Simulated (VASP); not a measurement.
# KCl (Pm-3m) in VASP: a series of runs, part 3 of 3

VASP 6.6.1. Earlier steps stand in the parts before.

## 4. Single point, PBE

INCAR reads:

```
SYSTEM = KCl
PREC = Accurate
ENCUT = 520
EDIFF = 1E-6
ISMEAR = 0
SIGMA = 0.01
LREAL = .FALSE.
LASPH = .TRUE.
NELM = 80
ALGO = Normal
ISIF = 2
LWAVE = .FALSE.
LCHARG = .FALSE.
GGA = PE
NBANDS = 15
```

KPOINTS reads:

```
regular mesh
0
G
  8 8 8
  0 0 0
```

POSCAR reads:

```
KCl
1.0
    3.7708086025      0.0000000000      0.0000000000
    0.0000000000      3.7708086025      0.0000000000
    0.0000000000      0.0000000000      3.7708086025
K Cl
1 1
Direct
    0.0000000000      0.0000000000      0.0000000000
    0.5000000000      0.5000000000      0.5000000000
```

Potentials or basis: VASP PAW PBE potentials, release 64 (K_sv, Cl).

Started as:

```console
> cat potpaw_PBE.64/K_sv/POTCAR potpaw_PBE.64/Cl/POTCAR > POTCAR
> mpirun -np 1 vasp_std > vasp.out
```

OUTCAR:

```text
SYSTEM = KCl
   PREC = Accurate
   ENCUT = 520
   EDIFF = 1E-6
   ISMEAR = 0
   LREAL = .FALSE.
   LASPH = .TRUE.
   NELM = 80
   ISIF = 2
   GGA = PE

 ion  position               nearest neighbor table
   1  0.000  0.000  0.000-
   2  0.500  0.500  0.500-

  LATTYP: Found a simple cubic cell.
 ALAT       =     3.7708086025

  Lattice vectors:

 A1 = (   3.7708086025,   0.0000000000,   0.0000000000)
 A2 = (   0.0000000000,   3.7708086025,   0.0000000000)
 A3 = (   0.0000000000,   0.0000000000,   3.7708086025)

Analysis of symmetry for initial positions (statically):
=====================================================================
 Subroutine PRICEL returns:
 Original cell was already a primitive cell.

 Routine SETGRP: Setting up the symmetry group for a
 simple cubic supercell.

 Subroutine GETGRP returns: Found 48 space group operations
 (whereof 48 operations were pure point group operations)
 out of a pool of 48 trial point group operations.

The static configuration has the point symmetry O_h .

Analysis of symmetry for dynamics (positions and initial velocities):
[... 166 lines left out ...]
 k-point     1 :       0.0000    0.0000    0.0000
  band No.  band energies     occupation
      1     -28.5319      2.00000
      2     -13.2316      2.00000
      3     -11.9074      2.00000
      4     -11.9074      2.00000
      5     -11.9074      2.00000
      6      -0.7742      2.00000
      7      -0.7742      2.00000
      8      -0.7742      2.00000
      9       4.4694      0.00000
     10       5.9596      0.00000
     11       5.9596      0.00000
     12      10.2253      0.00000
     13      10.2253      0.00000
     14      10.2253      0.00000
[... 401 lines left out ...]
      2     -13.0032      2.00000
      3     -12.1182      2.00000
      4     -12.0787      2.00000
      5     -11.8868      2.00000
      6      -1.9367      2.00000
      7      -1.7230      2.00000
      8      -0.8372      2.00000
      9       6.1845      0.00000
     10       7.3132      0.00000
     11       8.4505      0.00000
     12       8.5907      0.00000
     13      10.0438      0.00000
     14      10.6231      0.00000
     15      11.9268      0.00000

 [... further k-points ...]
[... 5 lines left out ...]
  --------------------------------------------------------------------------------------
  -------------------------------------------------------------------------------------
  Total        0.3683967      0.3683967      0.3683967     -0.0000000     -0.0000000      0.0000000
  in kB       11.0083645     11.0083645     11.0083645     -0.0000000     -0.0000000      0.0000000
  external PRESSURE =      11.0083645 kB  Pullay stress =       0.0000000 kB

 VOLUME and BASIS-vectors are now :
 -----------------------------------------------------------------------------
  energy-cutoff  :      520.00
  volume of cell :       53.62
      direct lattice vectors                 reciprocal lattice vectors
     3.770808602  0.000000000  0.000000000     0.265195109  0.000000000  0.000000000
     0.000000000  3.770808602  0.000000000     0.000000000  0.265195109  0.000000000
     0.000000000  0.000000000  3.770808602     0.000000000  0.000000000  0.265195109

 POSITION                                       TOTAL-FORCE (eV/Angst)
 -----------------------------------------------------------------------------------
      0.00000      0.00000      0.00000         0.000000      0.000000      0.000000
      1.88540      1.88540      1.88540         0.000000      0.000000      0.000000
 -----------------------------------------------------------------------------------
    total drift:                               -0.000000      0.000000      0.000000

  FREE ENERGIE OF THE ION-ELECTRON SYSTEM (eV)
  ---------------------------------------------------
  free  energy   TOTEN  =        -6.6450764193 eV

  energy  without entropy=       -6.6450764193  energy(sigma->0) =       -6.64507642
```

OSZICAR:

```text
N       E                     dE             d eps       ncg     rms          rms(c)
DAV:   1     0.105953909813E+03    0.10595E+03   -0.73241E+03  1050   0.977E+02
DAV:   2    -0.129290850857E+01   -0.10725E+03   -0.99323E+02  1426   0.247E+02
DAV:   3    -0.677917564692E+01   -0.54863E+01   -0.54644E+01  1442   0.497E+01
DAV:   4    -0.694564715386E+01   -0.16647E+00   -0.16644E+00  1586   0.791E+00
DAV:   5    -0.694676847567E+01   -0.11213E-02   -0.11213E-02  1484   0.746E-01    0.309E+00
DAV:   6    -0.667560978883E+01    0.27116E+00   -0.29042E-01  1281   0.322E+00    0.258E+00
DAV:   7    -0.664280047057E+01    0.32809E-01   -0.88598E-02  1414   0.198E+00    0.154E+00
DAV:   8    -0.664482810013E+01   -0.20276E-02   -0.16474E-02  1426   0.100E+00    0.215E-01
DAV:   9    -0.664483566873E+01   -0.75686E-05   -0.73610E-04  1428   0.190E-01    0.104E-01
DAV:  10    -0.664507953537E+01   -0.24387E-03   -0.33250E-04  1204   0.146E-01    0.274E-02
DAV:  11    -0.664507543632E+01    0.40991E-05   -0.13752E-05  1471   0.275E-02    0.854E-03
DAV:  12    -0.664507641930E+01   -0.98298E-06   -0.93362E-07   977   0.796E-03
   1 F= -.66450764E+01 E0= -.66450764E+01  d E =-.107796E-17
```

It took 8.1 s on 1 thread of Intel Xeon 6975P-C (Granite Rapids), shared host; peak memory 0.17 GiB.

What came out:

| Property | Result |
| --- | --- |
| Free energy | -6.6451 eV |
| Pressure | 1.1 GPa |
| Band gap on the k mesh | 5.03 eV, indirect (least direct gap 5.24 eV) |

A k mesh can miss the band edges. PBE gaps usually lie below the measured ones, often by a third to a half.

## 5. Single point, r2SCAN (volume changed by +6%)

POSCAR reads:

```
KCl
1.0
    3.8447648020      0.0000000000      0.0000000000
    0.0000000000      3.8447648020      0.0000000000
    0.0000000000      0.0000000000      3.8447648020
K Cl
1 1
Direct
    0.0000000000      0.0000000000      0.0000000000
    0.5000000000      0.5000000000      0.5000000000
```

INCAR.step1 reads:

```
SYSTEM = KCl
PREC = Accurate
ENCUT = 520
ISMEAR = 0
SIGMA = 0.01
LREAL = .False.
LASPH = .True.
NELM = 60
NBANDS = 15
GGA = PE
ALGO = Normal
EDIFF = 1E-4
LWAVE = .True.
LCHARG = .False.
```

INCAR.step2 reads:

```
SYSTEM = KCl
PREC = Accurate
ENCUT = 520
EDIFF = 1E-7
ISMEAR = 0
SIGMA = 0.01
LREAL = .False.
LASPH = .True.
NELM = 60
ALGO = Normal
ISIF = 2
LWAVE = .False.
LCHARG = .True.
METAGGA = R2SCAN
LMIXTAU = .True.
LELF = .True.
LVHAR = .True.
NBANDS = 15
ISTART = 1
```

KPOINTS reads:

```
Automatic mesh
0
Gamma
  6 6 6
  0 0 0
```

Started as:

```console
> cat potpaw_PBE.64/K_sv/POTCAR potpaw_PBE.64/Cl/POTCAR > POTCAR
> cp INCAR.step1 INCAR
> mpirun -np 1 vasp_std > vasp.out
> cp INCAR.step2 INCAR
> mpirun -np 1 vasp_std > vasp.out
```

Run time: 33 s. Hardware: 1 thread of Intel Xeon 6975P-C (Granite Rapids), shared host; peak memory 0.17 GiB.

The run converged. Its results:

- Free energy: -16.3959 eV
- Pressure: -1.2 GPa
- Band gap on the k mesh: 5.54 eV, indirect (least direct gap 5.74 eV)

Levels at points of the mesh, in eV from the valence-band top:
```tsv
k point	band 5	band 6	band 7	band 8	band 9	band 10	band 11	band 12
(0.00, 0.00, 0.00)	-11.80	-0.20	-0.20	-0.20	5.54	7.15	7.15	11.45
(0.50, 0.00, 0.00)	-11.68	-1.74	-0.21	-0.21	8.43	8.52	8.98	10.82
(0.50, 0.50, 0.00)	-11.75	-1.21	-1.21	0.00	6.82	8.01	9.68	9.68
(0.50, 0.50, 0.50)	-11.97	-1.31	-1.31	-1.31	9.47	9.47	9.47	10.70
```

Caveat: the PAW data sets were made with another functional, which shifts forces and pressure a little. A k mesh can miss the band edges.

## 6. Single point, r2SCAN

POSCAR reads:

```
KCl
1.0
    3.7708086025      0.0000000000      0.0000000000
    0.0000000000      3.7708086025      0.0000000000
    0.0000000000      0.0000000000      3.7708086025
K Cl
1 1
Direct
    0.0000000000      0.0000000000      0.0000000000
    0.5000000000      0.5000000000      0.5000000000
```

INCAR.step1 reads:

```
SYSTEM = KCl
ALGO = Normal
EDIFF = 1E-4
ENCUT = 520
GGA = PE
ISMEAR = 0
LASPH = .TRUE.
LCHARG = .FALSE.
LREAL = .FALSE.
LWAVE = .TRUE.
NBANDS = 15
NELM = 100
PREC = Accurate
SIGMA = 0.01
```

INCAR.step2 reads:

```
SYSTEM = KCl
ALGO = Normal
EDIFF = 1E-7
ENCUT = 520
ISIF = 2
ISMEAR = 0
ISTART = 1
LASPH = .TRUE.
LCHARG = .FALSE.
LMIXTAU = .TRUE.
LREAL = .FALSE.
LWAVE = .FALSE.
METAGGA = R2SCAN
NBANDS = 15
NELM = 100
PREC = Accurate
SIGMA = 0.01
```

KPOINTS reads:

```
k-points
0
G
  8 8 8
  0 0 0
```

Potentials or basis: VASP PAW PBE potentials, release 64 (K_sv, Cl).

Started as:

```console
> cat potpaw_PBE.64/K_sv/POTCAR potpaw_PBE.64/Cl/POTCAR > POTCAR
> cp INCAR.step1 INCAR
> mpirun -np 1 vasp_std > vasp.out
> cp INCAR.step2 INCAR
> mpirun -np 1 vasp_std > vasp.out
```

Run time: 47 s. Hardware: 1 thread of Intel Xeon 6975P-C (Granite Rapids), shared host; peak memory 0.17 GiB.

Results (log left out):

```
Free energy            : -16.4077 eV
Pressure               : 0.0 GPa
Band gap on the k mesh : 5.81 eV, indirect (least direct gap 6.02 eV)
```

Levels at points of the mesh, in eV from the valence-band top:
| k point | band 4 | band 5 | band 6 | band 7 | band 8 | band 9 | band 10 | band 11 | band 12 | band 13 |
| --- | --- | --- | --- | --- | --- | --- | --- | --- | --- | --- |
| (0.00, 0.00, 0.00) | -11.69 | -11.69 | -0.22 | -0.22 | -0.22 | 5.81 | 7.09 | 7.09 | 11.60 | 11.60 |
| (0.50, 0.00, 0.00) | -11.66 | -11.56 | -1.90 | -0.23 | -0.23 | 8.56 | 8.74 | 9.32 | 10.84 | 11.52 |
| (0.50, 0.50, 0.00) | -11.95 | -11.63 | -1.30 | -1.30 | 0.00 | 6.86 | 8.08 | 9.73 | 9.73 | 12.69 |
| (0.50, 0.50, 0.50) | -11.89 | -11.89 | -1.45 | -1.45 | -1.45 | 9.67 | 9.67 | 9.67 | 10.96 | 10.96 |

Caveat: the PAW data sets were made with another functional, which shifts forces and pressure a little. A k mesh can miss the band edges.

## 7. Overview

```csv
level,cell,k mesh,gap on the mesh (eV),pressure (GPa)
r2SCAN,"a = 3.771 Å, 2 atoms",6 × 6 × 6,5.81,0.0
r2SCAN,"a = 3.808 Å, 2 atoms",6 × 6 × 6,5.67,-0.7
PBE,"a = 3.771 Å, 2 atoms",8 × 8 × 8,5.03,1.1
r2SCAN,"a = 3.845 Å, 2 atoms",6 × 6 × 6,5.54,-1.2
r2SCAN,"a = 3.771 Å, 2 atoms",8 × 8 × 8,5.81,0.0
```

Alike in all rows: task single point; potentials or basis VASP PAW PBE potentials, release 64 (K_sv, Cl); no spin polarisation; cutoff (eV) 520; smearing gaussian 0.01 eV.

On the cell as given the gap runs from 5.03 eV (PBE) to 5.81 eV (r2SCAN); the meshes differ, which moves gaps too. The pressure there spans 0.0 GPa (r2SCAN) to 1.1 GPa (PBE); a positive pressure means that this level wants a larger cell, a negative one a smaller.

Caveats: the PAW data sets were made with another functional, which shifts forces and pressure a little (some runs).

Total energies depend on the potentials used, so only differences within one code and one set of settings carry meaning.
